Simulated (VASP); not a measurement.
A run of VASP 6.6.1:

File INCAR:

```
SYSTEM = Cs2Cu
PREC = Accurate ; ENCUT = 600
EDIFF = 1E-7 ; ISMEAR = 0
SIGMA = 0.1 ; LREAL = .FALSE.
LASPH = .TRUE. ; NELM = 60
ALGO = Fast ; ISIF = 3
LWAVE = .FALSE. ; LCHARG = .FALSE.
GGA = PE ; IBRION = 2
NSW = 90 ; EDIFFG = -0.04
```

File KPOINTS:

```
regular mesh
0
G
  4 4 4
  0 0 0
```

File POSCAR:

```
Cs2Cu
1.0
    0.0000000000      4.7116793964      4.7116793964
    4.7116793964      0.0000000000      4.7116793964
    4.7116793964      4.7116793964      0.0000000000
Cs Cu
4 2
Direct
    0.6250000000      0.6250000000      0.6250000000
    0.1250000000      0.6250000000      0.6250000000
    0.6250000000      0.6250000000      0.1250000000
    0.6250000000      0.1250000000      0.6250000000
    0.0000000000      0.0000000000      0.0000000000
    0.2500000000      0.2500000000      0.2500000000
```

Potentials or basis: VASP PAW PBE potentials, release 64 (Cs_sv, Cu).

Launch:

```bash
$ cat potpaw_PBE.64/Cs_sv/POTCAR potpaw_PBE.64/Cu/POTCAR > POTCAR
$ mpirun -np 1 vasp_std > vasp.out
```

Hardware: 1 thread of Intel(R) Xeon(R) 6975P-C (Granite Rapids), with other jobs on the host.

Q: How long does it take, and how much memory?

A: It took 15 min on 1 thread of Intel(R) Xeon(R) 6975P-C (Granite Rapids), with other jobs on the host, peak memory 0.46 GiB. Counts: scf iterations 202, k points 8, ion steps 6.
